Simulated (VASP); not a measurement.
# ZrO2 (Fm-3m) in VASP: a series of runs

The runs below take ZrO2 through single point, relaxation of cell and atoms, with LDA.

All numbers are computed with VASP 6.6.1; they aren't measurements. Logs are shortened: lines on timing, memory, paths and dates and some standing lists are left out, and cuts for length are marked.

## (1) The cell of the first run

It takes space group Fm-3m (No. 225, cubic). Conventional cell: a = 5.026 Å, b = 5.026 Å, c = 5.026 Å, α = 90.00°, β = 90.00°, γ = 90.00°. Zr (site symmetry m-3m) has 8 O at 2.18 Å within 2.9 Å. O (site symmetry -43m) has 4 Zr at 2.18 Å and 6 O at 2.51 Å within 2.9 Å.

## (2) Single point, LDA

INCAR reads:

```
ALGO = Normal
EDIFF = 1E-6
ENCUT = 600
GGA_COMPAT = False
ISIF = 2
ISMEAR = 0
LASPH = True
LCHARG = False
LREAL = False
LWAVE = False
NBANDS = 19
NELM = 120
PREC = Accurate
SIGMA = 0.02
```

KPOINTS reads:

```
k-points
0
Gamma
  8 8 8
```

POSCAR reads:

```
ZrO2
1.0
    0.0000000000      2.5131050711      2.5131050711
    2.5131050711      0.0000000000      2.5131050711
    2.5131050711      2.5131050711      0.0000000000
Zr O
1 2
Direct
    0.0000000000      0.0000000000      0.0000000000
    0.2500000000      0.2500000000      0.2500000000
    0.7500000000      0.7500000000      0.7500000000
```

Potentials or basis: VASP PAW LDA potentials, release 64 (Zr_sv, O).

Run with:

```
$ cat potpaw_LDA.64/Zr_sv/POTCAR potpaw_LDA.64/O/POTCAR > POTCAR
$ mpirun -np 1 vasp_std > vasp.out
```

OUTCAR:

```text
EDIFF = 1E-6
   ENCUT = 600
   ISIF = 2
   ISMEAR = 0
   LASPH = True
   LREAL = False
   NELM = 120
   PREC = Accurate

 ion  position               nearest neighbor table
   1  0.000  0.000  0.000-   3 2.18   3 2.18   3 2.18   2 2.18   3 2.18   2 2.18   2 2.18   2 2.18

   2  0.250  0.250  0.250-   1 2.18   1 2.18   1 2.18   1 2.18
   3  0.750  0.750  0.750-   1 2.18   1 2.18   1 2.18   1 2.18

  LATTYP: Found a face centered cubic cell.
 ALAT       =     5.0262101422

  Lattice vectors:

 A1 = (   0.0000000000,   2.5131050711,   2.5131050711)
 A2 = (   2.5131050711,   0.0000000000,   2.5131050711)
 A3 = (   2.5131050711,   2.5131050711,   0.0000000000)

Analysis of symmetry for initial positions (statically):
=====================================================================
 Subroutine PRICEL returns:
 Original cell was already a primitive cell.

 Routine SETGRP: Setting up the symmetry group for a
 face centered cubic supercell.

 Subroutine GETGRP returns: Found 48 space group operations
 (whereof 48 operations were pure point group operations)
 out of a pool of 48 trial point group operations.

The static configuration has the point symmetry O_h .

Analysis of symmetry for dynamics (positions and initial velocities):
=====================================================================
 Subroutine PRICEL returns:
 Original cell was already a primitive cell.

 Routine SETGRP: Setting up the symmetry group for a
 face centered cubic supercell.

 Subroutine GETGRP returns: Found 48 space group operations
 (whereof 48 operations were pure point group operations)
 out of a pool of 48 trial point group operations.

The dynamic configuration has the point symmetry O_h .

 Subroutine INISYM returns: Found 48 space group operations
 (whereof 48 operations are pure point group operations),
 and found     1 'primitive' translations

----------------------------------------------------------------------------------------

                                     Primitive cell

  volume of cell :      31.7440

  direct lattice vectors                    reciprocal lattice vectors
     0.000000000  2.513105071  2.513105071    -0.198957061  0.198957061  0.198957061
     2.513105071  0.000000000  2.513105071     0.198957061 -0.198957061  0.198957061
     2.513105071  2.513105071  0.000000000     0.198957061  0.198957061 -0.198957061

  length of vectors
     3.554067275  3.554067275  3.554067275     0.344603739  0.344603739  0.344603739

  position of ions in fractional coordinates (direct lattice)
     0.000000000  0.000000000  0.000000000
     0.250000000  0.250000000  0.250000000
     0.750000000  0.750000000  0.750000000

  ion indices of the primitive-cell ions
   primitive index   ion index
                 1           1
                 2           2
                 3           3

----------------------------------------------------------------------------------------

 KPOINTS: k-points

Automatic generation of k-mesh.
 Grid dimensions read from file:
 generate k-points for:    8    8    8

 Generating k-lattice:

  Cartesian coordinates                     Fractional coordinates (reciprocal lattice)
    -0.024869633  0.024869633  0.024869633     0.125000000  0.000000000  0.000000000
     0.024869633 -0.024869633  0.024869633     0.000000000  0.125000000  0.000000000
     0.024869633  0.024869633 -0.024869633     0.000000000  0.000000000  0.125000000

  Length of vectors
     0.043075467  0.043075467  0.043075467

  Shift w.r.t. Gamma in fractional coordinates (k-lattice)
     0.000000000  0.000000000  0.000000000

 Subroutine IBZKPT returns following result:
 ===========================================

 Found     29 irreducible k-points:

 Following reciprocal coordinates:
            Coordinates               Weight
  0.000000  0.000000  0.000000      1.000000
  0.125000  0.000000  0.000000      8.000000
  0.250000  0.000000  0.000000      8.000000
  0.375000  0.000000  0.000000      8.000000
  0.500000  0.000000  0.000000      4.000000
  0.125000  0.125000  0.000000      6.000000
[... 16 lines left out ...]
  0.500000  0.250000  0.125000     48.000000
 -0.375000  0.250000  0.125000     24.000000
 [... further k-points ...]
   k-points           NKPTS =     29   k-points in BZ     NKDIM =     29   number of bands    NBANDS=     19
   number of dos      NEDOS =    301   number of ions     NIONS =      3
   total plane-waves  NPLWV =  21952
   dimension x,y,z NGX =    28 NGY =   28 NGZ =   28
   dimension x,y,z NGXF=    56 NGYF=   56 NGZF=   56
   ions per type =               1   2
   NGX,Y,Z   is equivalent  to a cutoff of  13.10, 13.10, 13.10 a.u.
   NGXF,Y,Z  is equivalent  to a cutoff of  26.19, 26.19, 26.19 a.u.
 SYSTEM =  unknown system
   PREC   = accura    normal or accurate (medium, high low for compatibility)
   ISTART =      0    job   : 0-new  1-cont  2-samecut
   ICHARG =      2    charge: 1-file 2-atom 10-const
   ISPIN  =      1    spin polarized calculation?
   LNONCOLLINEAR =      F non collinear calculations
   LSORBIT =      F    spin-orbit coupling
   LASPH  =      T    aspherical Exc in radial PAW
   ENCUT  =  600.0 eV  44.10 Ry    6.64 a.u.   7.10  7.10  7.10*2*pi/ulx,y,z
   NELM   =    120;   NELMIN=  2; NELMDL= -5     # of ELM steps
   EDIFF  = 0.1E-05   stopping-criterion for ELM
   LREAL  =      F    real-space projection
   EDIFFG = 0.1E-04   stopping-criterion for IOM
   NSW    =      0    number of steps for IOM
   IBRION =     -1    ionic relax: 0-MD 1-quasi-New 2-CG
   NFREE  =      0    steps in history (QN), initial steepest desc. (CG)
   ISIF   =      2    stress and relaxation
   ISYM   =      2    0-nonsym 1-usesym 2-fastsym
   POTIM  = 0.5000    time-step for ionic-motion
   TEBEG  =    0.0;   TEEND  =   0.0 temperature during run
   PSTRESS=    0.0 pullay stress
   NELECT =      24.0000    total number of electrons
   NUPDOWN=      -1.0000    fix difference up-down
   EMIN   =  10.00;   EMAX   =-10.00  energy-range for DOS
   EFERMI =   0.00;   METHOD = LEGACY
   ISMEAR =     0;   SIGMA  =   0.02  broadening in eV -4-tet -1-fermi 0-gaus
   EFERMI_NEDOS =   21; number of points for ismear=-14 and -15
   IALGO  =     38    algorithm
   IMIX   =      4    mixing-type and parameters
     AMIX     =   0.40;   BMIX     =  1.00
     AMIX_MAG =   1.60;   BMIX_MAG =  1.00
  volume/ion in A,a.u.               =      10.58        71.41
  Fermi-wavevector in a.u.,A,eV,Ry     =   1.491390  2.818319 30.262684  2.224245
  Thomas-Fermi vector in A             =   2.604051
   LORBIT       =      0    0 simple, 1 ext, 2 COOP (PROOUT), +10 PAW based schemes
   GGA     = CA    functional components
   LHFCALC =     F    Hartree Fock is set to
   AEXX    =    0.0000 exact exchange contribution
   IVDW    =     0    specifies the selected vdW correction
   LEPSILON=     F    determine dielectric tensor
   LRPA    =     F    only Hartree local field effects (RPA)
 non-spin polarized calculation
 Gauss-broadening in eV      SIGMA  =   0.02
  energy-cutoff  :      600.00
  volume of cell :       31.74
 maximum number of plane-waves:      1068
   NGX = 15   NGY = 15   NGZ = 15

 number of electron      23.9999996 magnetization

 Free energy of the ion-electron system (eV)
  ---------------------------------------------------
  ext. energy  EPLUGINS =         0.00000000
  ---------------------------------------------------
  free energy    TOTEN  =       -31.37222364 eV

  energy without entropy =      -31.37222364  energy(sigma->0) =      -31.37222364

 E-fermi :   7.6340     XC(G=0): -12.4761

 val. band max:        7.3790502313   @ k =   0.5000   0.5000   0.0000
 cond. band min:      10.7096729761   @ k =   0.0000   0.0000   0.0000
 fundamental gap:      3.3306227448
 Fermi energy:         7.6339697465

 k-point     1 :       0.0000    0.0000    0.0000
  band No.  band energies     occupation
      1     -40.1839      2.00000
      2     -18.1750      2.00000
      3     -18.1750      2.00000
      4     -18.1750      2.00000
      5     -10.7293      2.00000
      6      -7.9165      2.00000
[... 11 lines left out ...]
     18      17.2358      0.00000
     19      21.7564      0.00000

 k-point     2 :       0.1250    0.0000    0.0000
  band No.  band energies     occupation
      1     -40.1752      2.00000
      2     -18.3130      2.00000
      3     -18.1876      2.00000
      4     -18.1876      2.00000
      5     -10.4799      2.00000
      6      -8.0972      2.00000
[... 11 lines left out ...]
     18      16.9828      0.00000
     19      21.4895      0.00000

 k-point     3 :       0.2500    0.0000    0.0000
  band No.  band energies     occupation
      1     -40.1540      2.00000
      2     -18.6197      2.00000
      3     -18.2180      2.00000
      4     -18.2180      2.00000
      5      -9.9586      2.00000
      6      -8.4015      2.00000
[... 11 lines left out ...]
     18      16.7128      0.00000
     19      20.8882      0.00000

 k-point     4 :       0.3750    0.0000    0.0000
  band No.  band energies     occupation
      1     -40.1328      2.00000
      2     -18.8967      2.00000
      3     -18.2480      2.00000
      4     -18.2480      2.00000
      5      -9.7023      2.00000
      6      -8.3732      2.00000
[... 407 lines left out ...]
     18      17.3177      0.00000
     19      21.7736      0.00000

 k-point    23 :       0.5000    0.2500    0.1250
  band No.  band energies     occupation
      1     -40.1211      2.00000
      2     -18.8443      2.00000
      3     -18.4657      2.00000
      4     -18.2925      2.00000
      5      -9.2078      2.00000
      6      -8.6697      2.00000
[... 11 lines left out ...]
     18      18.0102      0.00000
     19      22.0047      0.00000

 k-point    24 :      -0.3750    0.2500    0.1250
  band No.  band energies     occupation
      1     -40.1140      2.00000
      2     -18.8932      2.00000
      3     -18.5121      2.00000
      4     -18.3094      2.00000
      5      -9.2392      2.00000
      6      -8.5073      2.00000
[... 11 lines left out ...]
     18      18.0281      0.00000
     19      22.3031      0.00000

 [... further k-points ...]

------------------------ aborting loop because EDIFF is reached ----------------------------------------

  FORCE on cell =-STRESS in cart. coord.  units (eV):
  Direction    XX          YY          ZZ          XY          YZ          ZX
  --------------------------------------------------------------------------------------
  -------------------------------------------------------------------------------------
  Total        0.1177806      0.1177806      0.1177806      0.0000000      0.0000000      0.0000000
  in kB        5.9445986      5.9445986      5.9445986      0.0000000      0.0000000      0.0000000
  external PRESSURE =       5.9445986 kB  Pullay stress =       0.0000000 kB

 VOLUME and BASIS-vectors are now :
 -----------------------------------------------------------------------------
  energy-cutoff  :      600.00
  volume of cell :       31.74
      direct lattice vectors                 reciprocal lattice vectors
     0.000000000  2.513105071  2.513105071    -0.198957061  0.198957061  0.198957061
     2.513105071  0.000000000  2.513105071     0.198957061 -0.198957061  0.198957061
     2.513105071  2.513105071  0.000000000     0.198957061  0.198957061 -0.198957061

 POSITION                                       TOTAL-FORCE (eV/Angst)
 -----------------------------------------------------------------------------------
      0.00000      0.00000      0.00000        -0.000000     -0.000000     -0.000000
      1.25655      1.25655      1.25655        -0.000000     -0.000000     -0.000000
      3.76966      3.76966      3.76966         0.000000      0.000000      0.000000
 -----------------------------------------------------------------------------------
    total drift:                                0.000000      0.000000      0.000000

  FREE ENERGIE OF THE ION-ELECTRON SYSTEM (eV)
  ---------------------------------------------------
  free  energy   TOTEN  =       -31.3722236439 eV

  energy  without entropy=      -31.3722236439  energy(sigma->0) =      -31.37222364
```

Run time: 19 s. Hardware: 1 thread of AMD EPYC 7R43 (Zen 3), shared host; peak memory 0.11 GiB.

What came out:

| Property | Result |
| --- | --- |
| Free energy | -31.3722 eV |
| Pressure | 0.6 GPa |
| Band gap on the k mesh | 3.33 eV (least direct gap 3.79 eV) |

A k mesh can miss the band edges.

## (3) Relaxation of cell and atoms, LDA

This run uses another cell than the first one, of 11.16 Å³/atom.

INCAR reads:

```
SYSTEM = ZrO2
PREC = Accurate
ENCUT = 600
EDIFF = 1E-7
ISMEAR = 0
SIGMA = 0.02
LREAL = .False.
LASPH = .True.
NELM = 120
ALGO = Normal
ISIF = 3
LWAVE = .False.
LCHARG = .False.
IBRION = 2
NSW = 70
EDIFFG = -0.005
GGA_COMPAT = .False.
NELMIN = 4
```

KPOINTS reads:

```
regular mesh
0
Gamma
  8 8 8
  0 0 0
```

POSCAR reads:

```
ZrO2
1.0
    0.0000000000      2.5578982120      2.5578982120
    2.5578982120      0.0000000000      2.5578982120
    2.5578982120      2.5578982120      0.0000000000
Zr O
1 2
Direct
    0.0000000000      0.0000000000      0.0000000000
    0.2500000000      0.2500000000      0.2500000000
    0.7500000000      0.7500000000      0.7500000000
```

Potentials or basis: VASP PAW LDA potentials, release 64 (Zr_sv, O).

Run with:

```
$ cat potpaw_LDA.64/Zr_sv/POTCAR potpaw_LDA.64/O/POTCAR > POTCAR
$ mpirun -np 1 vasp_std > vasp.out
```

Wall time 57 s (1 thread of AMD EPYC 7R43 (Zen 3), shared host); peak memory 0.13 GiB.

Results (log left out):

```
Free energy                           : -31.3780 eV
Relaxed volume                        : 10.60 Å³/atom
Relaxed cell                          : a = 3.557 Å, b = 3.557 Å, c = 3.557 Å, α = 60.00°, β = 60.00°, γ = 60.00°
Space group after relaxing (to 0.1 Å) : Fm-3m (No. 225)
Energy gained by relaxing             : 22.4 meV/atom
Ionic steps                           : 4
Pressure after relaxing               : 0.0 GPa
Band gap on the k mesh                : 3.33 eV (least direct gap 3.78 eV)
```

Step by step:
```tsv
step	energy change (eV)	largest force (eV/Å)	pressure (GPa)	volume (Å³)
1	0.0000	0.0000	-12.38	33.47
2	0.0994	0.0000	24.34	29.47
3	-0.0671	0.0000	-0.29	31.84
4	-0.0671	0.0000	-0.02	31.81
```

Final structure:
```yaml
crystal:
  lattice:
    - [0.00000, 2.51487, 2.51487]
    - [2.51487, 0.00000, 2.51487]
    - [2.51487, 2.51487, 0.00000]
  atoms:
    - { symbol: Zr, position: [0.00000, 0.00000, 0.00000] }
    - { symbol: O, position: [0.25000, 0.25000, 0.25000] }
    - { symbol: O, position: [0.75000, 0.75000, 0.75000] }
```

Levels at points of the mesh, in eV from the valence-band top:
```
           k point  band 10  band 11  band 12  band 13  band 14  band 15
(0.00, 0.00, 0.00)    -0.56    -0.56    -0.56     3.33     3.33     6.65
(0.50, 0.00, 0.00)    -2.53    -1.68    -1.68     4.03     4.03     6.45
(0.50, 0.50, 0.00)    -1.57    -1.57     0.00     3.78     4.84     6.19
```

A k mesh can miss the band edges. Zero-point motion and thermal expansion aren't in these numbers.
